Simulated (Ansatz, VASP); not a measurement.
**One calculation of SiC, two programs**

```
Si C
1.0
     4.37971    0.00000    0.00000
     0.00000    0.00000   -4.37971
     0.00000    4.37971    0.00000
Si C
4 4
Cartesian
  1.0949 1.0949 -1.0949
  1.0949 3.2848 -3.2848
  3.2848 3.2848 -1.0949
  3.2848 1.0949 -3.2848
  0.0000 0.0000 0.0000
  0.0000 2.1899 -2.1899
  2.1899 2.1899 0.0000
  2.1899 0.0000 -2.1899
```

Alike in both runs: task single point; functional PBE; k mesh 3 × 3 × 3; no spin polarisation.

```csv
,VASP,Ansatz
version,VASP 6.6.1,Ansatz 0.2.0
potentials or method,"VASP PAW PBE potentials, release 64 (Si, C), cutoff 600 eV",plane-wave PAW DFT
occupations,"gaussian, width 0.01 eV",fixed
valence electrons in the cell,32,32
```

VASP gave:

| Property | Result |
| --- | --- |
| gap on the k mesh at the Fermi level (eV) | 1.36 |

Task: What did Ansatz give for the same quantities?

Result: gap on the k mesh at the Fermi level (eV): 1.37.

The k mesh is coarse, so the values compare programs but aren't converged.
